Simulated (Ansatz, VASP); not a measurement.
**Pb in VASP and in Ansatz**

File INCAR:

```
SYSTEM = Pb
PREC = Accurate
ENCUT = 520
EDIFF = 1E-6
ISMEAR = -1
SIGMA = 0.05
LREAL = .FALSE.
LASPH = .TRUE.
NELM = 60
ALGO = Fast
ISIF = 2
LWAVE = .FALSE.
LCHARG = .FALSE.
GGA = CA
NBANDS = 13
```

The input KPOINTS:

```
regular mesh
0
G
  9 9 9
  0 0 0
```

File POSCAR:

```
Pb
1.0
    0.0000000000      2.4750200000      2.4750200000
    2.4750200000      0.0000000000      2.4750200000
    2.4750200000      2.4750200000      0.0000000000
Pb
1
Direct
    0.0000000000      0.0000000000      0.0000000000
```

The input input.yaml:

```yaml
crystal:
  lattice:
    - [0.0, 2.47502, 2.47502]
    - [2.47502, 0.0, 2.47502]
    - [2.47502, 2.47502, 0.0]
  atoms:
    - { symbol: Pb, position: [0.0, 0.0, 0.0] }
kpoints:
  mp_grid: { grid: [9, 9, 9] }
  band_path:
    path:
      - [0.0, 0.0, 0.0]
      - [0.5, 0.0, 0.5]
      - [0.5, 0.25, 0.75]
      - [0.375, 0.375, 0.75]
      - [0.0, 0.0, 0.0]
      - [0.5, 0.5, 0.5]
      - [0.625, 0.25, 0.625]
      - [0.5, 0.25, 0.75]
    npoints: 6
scf:
  occupations: { method: fermi_dirac, width: 0.05 }
hamiltonian:
  xc: lda
  pseudopotentials: { kind: all_electron, lapw: { basis_error: 0.001 } }
output:
  forces: true
  stress: true
  eigenvalues: true
```

Alike in both runs: functional LDA; k mesh 9 × 9 × 9; occupations fermi-dirac, width 0.05 eV; no spin polarisation.

```csv
,VASP,Ansatz
version,VASP 6.6.1,Ansatz 0.2.0
potentials or method,"VASP PAW LDA potentials, release 64 (Pb_d), cutoff 520 eV","all-electron LAPW, scalar-relativistic"
task,single point,band structure
```

```tsv
	VASP	Ansatz	Ansatz less VASP
gap on the k mesh at the Fermi level (eV)	none	none	-
pressure (GPa)	-2.1	-2.2	-0.08
```

LDA's correlation is that of Perdew and Zunger in VASP and of Perdew and Wang (1992) in Ansatz. A gap of «none» marks a metal or a gap that the smearing closes. Ansatz ran all-electron here, and VASP with PAW potentials.

Spin-orbit coupling is off throughout.
